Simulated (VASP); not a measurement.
# GaAs (d.b) (F-43m) in VASP: single point with PBE+D3(BJ)

Aim: the single point of GaAs (d.b) with PBE+D3(BJ).

Program: VASP 6.6.1. These are calculated values, not measurements. Logs are shortened: lines on timing, memory, paths and dates and some standing lists are left out, and cuts for length are marked.

## 1. The cell of the first run

Symmetry: F-43m, No. 216, cubic system. Conventional cell: a = 5.670 Å, b = 5.670 Å, c = 5.670 Å, α = 90.00°, β = 90.00°, γ = 90.00°. Within 3.2 Å of Ga (site symmetry -43m) lie 4 As at 2.46 Å. Within 3.2 Å of As (site symmetry -43m) lie 4 Ga at 2.46 Å.

## 2. Single point, PBE+D3(BJ)

Input file INCAR:

```
SYSTEM = GaAs
ALGO = Normal ; EDIFF = 1E-6
ENCUT = 500 ; GGA = PE
GGA_COMPAT = .False. ; ISIF = 2
ISMEAR = 0 ; IVDW = 12
LASPH = .True. ; LCHARG = .False.
LREAL = .False. ; LWAVE = .False.
NBANDS = 16 ; NELM = 120
PREC = Accurate ; SIGMA = 0.1
```

Input file KPOINTS:

```
k-points
0
Gamma
  6 6 6
  0 0 0
```

Input file POSCAR:

```
GaAs
1.0
    0.0000000000      2.8350000000      2.8350000000
    2.8350000000      0.0000000000      2.8350000000
    2.8350000000      2.8350000000      0.0000000000
Ga As
1 1
Direct
    0.0000000000      0.0000000000      0.0000000000
    0.2500000000      0.2500000000      0.2500000000
```

Potentials or basis: VASP PAW PBE potentials, release 64 (Ga_d, As).

On the command line:

```sh
$ cat potpaw_PBE.64/Ga_d/POTCAR potpaw_PBE.64/As/POTCAR > POTCAR
$ mpirun -np 1 vasp_std > vasp.out
```

OUTCAR:

```text
SYSTEM = GaAs
   EDIFF = 1E-6
   ENCUT = 500
   GGA = PE
   ISIF = 2
   ISMEAR = 0
   IVDW = 12
   LASPH = .True.
   LREAL = .False.
   NELM = 120
   PREC = Accurate
 IVDW          = 12

 ion  position               nearest neighbor table
   1  0.000  0.000  0.000-   2 2.46   2 2.46   2 2.46   2 2.46
   2  0.250  0.250  0.250-   1 2.46   1 2.46   1 2.46   1 2.46

  LATTYP: Found a face centered cubic cell.
 ALAT       =     5.6700000000

  Lattice vectors:

 A1 = (   0.0000000000,   2.8350000000,   2.8350000000)
 A2 = (   2.8350000000,   0.0000000000,   2.8350000000)
 A3 = (   2.8350000000,   2.8350000000,   0.0000000000)

Analysis of symmetry for initial positions (statically):
=====================================================================
 Subroutine PRICEL returns:
 Original cell was already a primitive cell.

 Routine SETGRP: Setting up the symmetry group for a
 face centered cubic supercell.

 Subroutine GETGRP returns: Found 24 space group operations
 (whereof 24 operations were pure point group operations)
 out of a pool of 48 trial point group operations.

The static configuration has the point symmetry T_d .

Analysis of symmetry for dynamics (positions and initial velocities):
=====================================================================
 Subroutine PRICEL returns:
 Original cell was already a primitive cell.

 Routine SETGRP: Setting up the symmetry group for a
 face centered cubic supercell.

 Subroutine GETGRP returns: Found 24 space group operations
 (whereof 24 operations were pure point group operations)
 out of a pool of 48 trial point group operations.

The dynamic configuration has the point symmetry T_d .

 Subroutine INISYM returns: Found 24 space group operations
 (whereof 24 operations are pure point group operations),
 and found     1 'primitive' translations

----------------------------------------------------------------------------------------

                                     Primitive cell

  volume of cell :      45.5711

  direct lattice vectors                    reciprocal lattice vectors
     0.000000000  2.835000000  2.835000000    -0.176366843  0.176366843  0.176366843
     2.835000000  0.000000000  2.835000000     0.176366843 -0.176366843  0.176366843
     2.835000000  2.835000000  0.000000000     0.176366843  0.176366843 -0.176366843

  length of vectors
     4.009295449  4.009295449  4.009295449     0.305476333  0.305476333  0.305476333

  position of ions in fractional coordinates (direct lattice)
     0.000000000  0.000000000  0.000000000
     0.250000000  0.250000000  0.250000000

  ion indices of the primitive-cell ions
   primitive index   ion index
                 1           1
                 2           2

----------------------------------------------------------------------------------------

 KPOINTS: k-points

Automatic generation of k-mesh.
 Grid dimensions read from file:
 generate k-points for:    6    6    6

 Generating k-lattice:

  Cartesian coordinates                     Fractional coordinates (reciprocal lattice)
    -0.029394474  0.029394474  0.029394474     0.166666667  0.000000000  0.000000000
     0.029394474 -0.029394474  0.029394474     0.000000000  0.166666667  0.000000000
     0.029394474  0.029394474 -0.029394474     0.000000000  0.000000000  0.166666667

  Length of vectors
     0.050912722  0.050912722  0.050912722

  Shift w.r.t. Gamma in fractional coordinates (k-lattice)
     0.000000000  0.000000000  0.000000000

 Subroutine IBZKPT returns following result:
 ===========================================

 Found     16 irreducible k-points:

 Following reciprocal coordinates:
            Coordinates               Weight
  0.000000  0.000000  0.000000      1.000000
  0.166667  0.000000  0.000000      8.000000
  0.333333  0.000000  0.000000      8.000000
  0.500000  0.000000  0.000000      4.000000
  0.166667  0.166667  0.000000      6.000000
  0.333333  0.166667  0.000000     24.000000
[... 8 lines left out ...]
 -0.333333  0.333333  0.166667     24.000000
 -0.333333  0.500000  0.166667     12.000000
   k-points           NKPTS =     16   k-points in BZ     NKDIM =     16   number of bands    NBANDS=     16
   number of dos      NEDOS =    301   number of ions     NIONS =      2
   total plane-waves  NPLWV =  27000
   dimension x,y,z NGX =    30 NGY =   30 NGZ =   30
   dimension x,y,z NGXF=    60 NGYF=   60 NGZF=   60
   ions per type =               1   1
   NGX,Y,Z   is equivalent  to a cutoff of  12.44, 12.44, 12.44 a.u.
   NGXF,Y,Z  is equivalent  to a cutoff of  24.88, 24.88, 24.88 a.u.
 SYSTEM =  GaAs
   PREC   = accura    normal or accurate (medium, high low for compatibility)
   ISTART =      0    job   : 0-new  1-cont  2-samecut
   ICHARG =      2    charge: 1-file 2-atom 10-const
   ISPIN  =      1    spin polarized calculation?
   LNONCOLLINEAR =      F non collinear calculations
   LSORBIT =      F    spin-orbit coupling
   LASPH  =      T    aspherical Exc in radial PAW
   ENCUT  =  500.0 eV  36.75 Ry    6.06 a.u.   7.31  7.31  7.31*2*pi/ulx,y,z
   NELM   =    120;   NELMIN=  2; NELMDL= -5     # of ELM steps
   EDIFF  = 0.1E-05   stopping-criterion for ELM
   LREAL  =      F    real-space projection
   EDIFFG = 0.1E-04   stopping-criterion for IOM
   NSW    =      0    number of steps for IOM
   IBRION =     -1    ionic relax: 0-MD 1-quasi-New 2-CG
   NFREE  =      0    steps in history (QN), initial steepest desc. (CG)
   ISIF   =      2    stress and relaxation
   ISYM   =      2    0-nonsym 1-usesym 2-fastsym
   POTIM  = 0.5000    time-step for ionic-motion
   TEBEG  =    0.0;   TEEND  =   0.0 temperature during run
   PSTRESS=    0.0 pullay stress
   NELECT =      18.0000    total number of electrons
   NUPDOWN=      -1.0000    fix difference up-down
   EMIN   =  10.00;   EMAX   =-10.00  energy-range for DOS
   EFERMI =   0.00;   METHOD = LEGACY
   ISMEAR =     0;   SIGMA  =   0.10  broadening in eV -4-tet -1-fermi 0-gaus
   EFERMI_NEDOS =   21; number of points for ismear=-14 and -15
   IALGO  =     38    algorithm
   IMIX   =      4    mixing-type and parameters
     AMIX     =   0.40;   BMIX     =  1.00
     AMIX_MAG =   1.60;   BMIX_MAG =  1.00
  volume/ion in A,a.u.               =      22.79       153.76
  Fermi-wavevector in a.u.,A,eV,Ry     =   1.201165  2.269872 19.630444  1.442797
  Thomas-Fermi vector in A             =   2.336981
   LORBIT       =      0    0 simple, 1 ext, 2 COOP (PROOUT), +10 PAW based schemes
   GGA     = PE    functional components
   LHFCALC =     F    Hartree Fock is set to
   AEXX    =    0.0000 exact exchange contribution
   IVDW    =    12    specifies the selected vdW correction
   LEPSILON=     F    determine dielectric tensor
   LRPA    =     F    only Hartree local field effects (RPA)
 non-spin polarized calculation
 Gauss-broadening in eV      SIGMA  =   0.10
  energy-cutoff  :      500.00
  volume of cell :       45.57
 maximum number of plane-waves:      1173
 NGX is ok and might be reduce to    30
   NGX = 15   NGY = 15   NGZ = 15

 number of electron      17.9999989 magnetization

 Free energy of the ion-electron system (eV)
  ---------------------------------------------------
  ext. energy  EPLUGINS =         0.00000000
  ---------------------------------------------------
  free energy    TOTEN  =        -8.23455338 eV

  energy without entropy =       -8.23454807  energy(sigma->0) =       -8.23455072

 E-fermi :   4.0974     XC(G=0):  -9.5447

 val. band max:        3.8597440995   @ k =   0.0000   0.0000   0.0000
 cond. band min:       4.3125915221   @ k =   0.0000   0.0000   0.0000
 fundamental gap:      0.4528474226
 Fermi energy:         4.0973559453

 k-point     1 :       0.0000    0.0000    0.0000
  band No.  band energies     occupation
      1     -10.9441      2.00000
      2     -10.9441      2.00000
      3     -10.9441      2.00000
      4     -10.8673      2.00000
      5     -10.8673      2.00000
      6      -8.8046      2.00000
[... 8 lines left out ...]
     15      13.9557      0.00000
     16      13.9557      0.00000

 k-point     2 :       0.1667    0.0000    0.0000
  band No.  band energies     occupation
      1     -10.9655      2.00000
      2     -10.9384      2.00000
      3     -10.9384      2.00000
      4     -10.8675      2.00000
      5     -10.8675      2.00000
      6      -8.4883      2.00000
[... 8 lines left out ...]
     15      12.8870      0.00000
     16      12.8870      0.00000

 k-point     3 :       0.3333    0.0000    0.0000
  band No.  band energies     occupation
      1     -11.0032      2.00000
      2     -10.9288      2.00000
      3     -10.9288      2.00000
      4     -10.8657      2.00000
      5     -10.8657      2.00000
      6      -7.6721      2.00000
[... 8 lines left out ...]
     15      13.4997      0.00000
     16      13.4997      0.00000

 k-point     4 :       0.5000    0.0000    0.0000
  band No.  band energies     occupation
      1     -11.0203      2.00000
      2     -10.9253      2.00000
      3     -10.9253      2.00000
      4     -10.8636      2.00000
      5     -10.8636      2.00000
      6      -7.0653      2.00000
[... 8 lines left out ...]
     15      15.6819      0.00000
     16      15.6819      0.00000

 k-point     5 :       0.1667    0.1667    0.0000
  band No.  band energies     occupation
      1     -10.9772      2.00000
      2     -10.9326      2.00000
      3     -10.9326      2.00000
      4     -10.8724      2.00000
      5     -10.8642      2.00000
      6      -8.3827      2.00000
[... 8 lines left out ...]
     15      13.4697      0.00000
     16      14.4009      0.00000

 k-point     6 :       0.3333    0.1667    0.0000
  band No.  band energies     occupation
      1     -11.0065      2.00000
      2     -10.9243      2.00000
      3     -10.9219      2.00000
      4     -10.8751      2.00000
      5     -10.8618      2.00000
      6      -7.7206      2.00000
[... 8 lines left out ...]
     15      14.5913      0.00000
     16      14.7476      0.00000

 k-point     7 :       0.5000    0.1667    0.0000
  band No.  band energies     occupation
      1     -11.0246      2.00000
      2     -10.9213      2.00000
      3     -10.9174      2.00000
      4     -10.8709      2.00000
      5     -10.8622      2.00000
      6      -6.9354      2.00000
[... 8 lines left out ...]
     15      15.3685      0.00000
     16      15.7038      0.00000

 k-point     8 :      -0.3333    0.1667    0.0000
  band No.  band energies     occupation
      1     -11.0181      2.00000
      2     -10.9226      2.00000
      3     -10.9212      2.00000
      4     -10.8676      2.00000
      5     -10.8661      2.00000
      6      -7.1576      2.00000
[... 8 lines left out ...]
     15      13.8406      0.00000
     16      15.5773      0.00000

 k-point     9 :      -0.1667    0.1667    0.0000
  band No.  band energies     occupation
      1     -10.9913      2.00000
      2     -10.9317      2.00000
      3     -10.9285      2.00000
      4     -10.8701      2.00000
      5     -10.8653      2.00000
      6      -7.9977      2.00000
[... 8 lines left out ...]
     15      13.7014      0.00000
     16      14.4411      0.00000

 k-point    10 :       0.3333    0.3333    0.0000
  band No.  band energies     occupation
      1     -11.0294      2.00000
      2     -10.9089      2.00000
      3     -10.9089      2.00000
      4     -10.8850      2.00000
      5     -10.8580      2.00000
      6      -7.2654      2.00000
[... 8 lines left out ...]
     15      15.7091      0.00000
     16      16.8728      0.00000

 k-point    11 :       0.5000    0.3333    0.0000
  band No.  band energies     occupation
      1     -11.0410      2.00000
      2     -10.9068      2.00000
      3     -10.9029      2.00000
      4     -10.8844      2.00000
      5     -10.8581      2.00000
      6      -6.5857      2.00000
[... 8 lines left out ...]
     15      16.0910      0.00000
     16      16.6600      0.00000

 k-point    12 :      -0.3333    0.3333    0.0000
  band No.  band energies     occupation
      1     -11.0338      2.00000
      2     -10.9149      2.00000
      3     -10.9079      2.00000
      4     -10.8752      2.00000
      5     -10.8641      2.00000
      6      -6.5237      2.00000
[... 8 lines left out ...]
     15      13.4974      0.00000
     16      18.0597      0.00000

 k-point    13 :       0.5000    0.5000    0.0000
  band No.  band energies     occupation
      1     -11.0514      2.00000
      2     -10.8966      2.00000
      3     -10.8966      2.00000
      4     -10.8919      2.00000
      5     -10.8549      2.00000
      6      -6.3353      2.00000
[... 8 lines left out ...]
     15      17.1177      0.00000
     16      17.1633      0.00000

 k-point    14 :       0.5000    0.3333    0.1667
  band No.  band energies     occupation
      1     -11.0262      2.00000
      2     -10.9178      2.00000
      3     -10.9112      2.00000
      4     -10.8773      2.00000
      5     -10.8615      2.00000
      6      -7.0183      2.00000
[... 8 lines left out ...]
     15      14.9310      0.00000
     16      16.9128      0.00000

 k-point    15 :      -0.3333    0.3333    0.1667
  band No.  band energies     occupation
      1     -11.0335      2.00000
      2     -10.9173      2.00000
      3     -10.9064      2.00000
      4     -10.8749      2.00000
      5     -10.8638      2.00000
      6      -6.5227      2.00000
[... 8 lines left out ...]
     15      15.9742      0.00000
     16      16.5177      0.00000

 k-point    16 :      -0.3333    0.5000    0.1667
  band No.  band energies     occupation
      1     -11.0422      2.00000
      2     -10.9095      2.00000
      3     -10.9004      2.00000
      4     -10.8817      2.00000
      5     -10.8604      2.00000
      6      -6.2935      2.00000
[... 8 lines left out ...]
     15      16.0090      0.00000
     16      17.1355      0.00000

------------------------ aborting loop because EDIFF is reached ----------------------------------------

 Edisp (eV)   -0.64368

 E8    (eV) :    -0.2873

  FORCE on cell =-STRESS in cart. coord.  units (eV):
  Direction    XX          YY          ZZ          XY          YZ          ZX
  --------------------------------------------------------------------------------------
  -------------------------------------------------------------------------------------
  Total       0.09696     0.09696     0.09696    -0.00000     0.00000     0.00000
  in kB       3.40892     3.40892     3.40892    -0.00000     0.00000     0.00000
  external pressure =        3.41 kB  Pullay stress =        0.00 kB

 VOLUME and BASIS-vectors are now :
 -----------------------------------------------------------------------------
  energy-cutoff  :      500.00
  volume of cell :       45.57
      direct lattice vectors                 reciprocal lattice vectors
     0.000000000  2.835000000  2.835000000    -0.176366843  0.176366843  0.176366843
     2.835000000  0.000000000  2.835000000     0.176366843 -0.176366843  0.176366843
     2.835000000  2.835000000  0.000000000     0.176366843  0.176366843 -0.176366843

 POSITION                                       TOTAL-FORCE (eV/Angst)
 -----------------------------------------------------------------------------------
      0.00000      0.00000      0.00000        -0.000000     -0.000000     -0.000000
      1.41750      1.41750      1.41750         0.000000      0.000000      0.000000
 -----------------------------------------------------------------------------------
    total drift:                               -0.000000     -0.000000      0.000000

  FREE ENERGIE OF THE ION-ELECTRON SYSTEM (eV)
  ---------------------------------------------------
  free  energy   TOTEN  =        -8.8782335598 eV

  energy  without entropy=       -8.8782282511  energy(sigma->0) =       -8.87823091
```

It took 23 s on 1 thread of Intel Xeon 8259CL, shared host; peak memory 0.18 GiB.

Results:

```
Free energy                : -8.8782 eV
Pressure                   : 0.3 GPa
Band gap on the k mesh     : 0.45 eV, direct
Dispersion energy per atom : -0.322 eV
```

A hybrid or GW would open this gap; PBE tends to underestimate it.
